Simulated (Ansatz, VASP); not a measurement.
AlCu: VASP beside Ansatz

```
Al Cu
1.0
     2.88210    0.00000    0.00000
     0.00000    2.88210    0.00000
     0.00000    0.00000    2.88210
Al Cu
1 1
Direct
  0.00000 0.00000 0.00000
  0.50000 0.50000 0.50000
```

Change from the starting cell: mode 4 frozen in at +0.000 Å, equal normal strain along x, y and z -0.0250.

Alike in both runs: task single point; functional PBEsol; k mesh 16 × 16 × 16; occupations gaussian, width 0.15 eV; no spin polarisation.

```csv
,VASP,Ansatz
version,VASP 6.6.1,Ansatz 0.2.0
potentials or method,"VASP PAW PBE potentials, release 64 (Al, Cu), cutoff 520 eV","scalar-relativistic, plane waves, PAW"
valence electrons in the cell,14,22
```

Ansatz gave:

| Quantity | Value |
| --- | --- |
| gap on the k mesh at the Fermi level (eV) | none |
| pressure (GPa) | 11.6 |

Problem. What did VASP give for the same quantities?

Solution. gap on the k mesh at the Fermi level (eV): none; pressure (GPa): 12.1.

VASP's potentials were made for PBE, not for PBEsol, and Ansatz warns of the same on its side. A gap of «none» marks a metal or a gap that the smearing closes. The functional is the same, so the differences come from potentials, cutoffs and numerics. VASP's potentials hold 14 valence electrons a cell and Ansatz's 22, so a difference there can come from the potentials and not from the codes.
